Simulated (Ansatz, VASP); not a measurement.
Two plane-wave programs on TiCo

The input INCAR:

```
SYSTEM = TiCo
PREC = Accurate ; ENCUT = 520
EDIFF = 1E-6 ; ISMEAR = -1
SIGMA = 0.05 ; LREAL = .FALSE.
LASPH = .TRUE. ; NELM = 150
ALGO = Normal ; ISIF = 2
LWAVE = .FALSE. ; LCHARG = .FALSE.
ISPIN = 2 ; MAGMOM = 3 1.5
LORBIT = 11 ; NUPDOWN = 4.5
LMAXMIX = 4 ; GGA = PE
NBANDS = 22
```

The input KPOINTS:

```
regular mesh
0
G
  8 8 8
  0 0 0
```

File POSCAR:

```
TiCo
1.0
    2.9861109900      0.0000000000      0.0000000000
    0.0000000000      2.9861109900      0.0000000000
    0.0000000000      0.0000000000      2.9861109900
Co Ti
1 1
Direct
    0.5000000000      0.5000000000      0.5000000000
    0.0000000000      0.0000000000      0.0000000000
```

File input.yaml:

```yaml
crystal:
  lattice:
    - [2.98611099, 0.0, 0.0]
    - [0.0, 2.98611099, 0.0]
    - [0.0, 0.0, 2.98611099]
  atoms:
    - { symbol: Co, position: [0.5, 0.5, 0.5], spin: 3.0 }
    - { symbol: Ti, position: [0.0, 0.0, 0.0], spin: 1.5 }
hamiltonian:
  xc: pbe
  pseudopotentials: { kind: paw }
magnetization:
  spin_polarized: true
  initial_magnetization: 4.5
  spin_locking: { lock_magnetization: hard }
kpoints:
  mp_grid: { grid: [8, 8, 8] }
scf:
  occupations: { method: fermi_dirac, width: 0.05 }
  lower_state_search: "off"
output:
  forces: true
  stress: true
  eigenvalues: true
```

Alike in both runs: task single point; functional PBE; k mesh 8 × 8 × 8; occupations fermi-dirac, width 0.05 eV; collinear spin; fixed moment 4.5 μB.

|  | VASP | Ansatz |
| --- | --- | --- |
| version | VASP 6.6.1 | Ansatz 0.2.0 |
| potentials or method | VASP PAW PBE potentials, release 64 (Co, Ti_sv) | Ansatz PAW |
| plane-wave cutoff (eV) | 520 | 420 |
| valence electrons in the cell | 21 | 29 |

Ansatz gave:

```
pressure (GPa)                                                : 25.5
net moment per atom (μB)                                      : 2.25
size of the moment on the site where the two differ most (μB) : 1.37
```

Problem. Estimate VASP's values.

Solution. Pressure (GPa): 25.2; net moment per atom (μB): 2.25; size of the moment on the site where the two differ most (μB): 1.48.

Site moments also hang on the region over which each program counts them. VASP's potentials hold 21 valence electrons a cell and Ansatz's 29, so a difference there can come from the potentials and not from the codes.
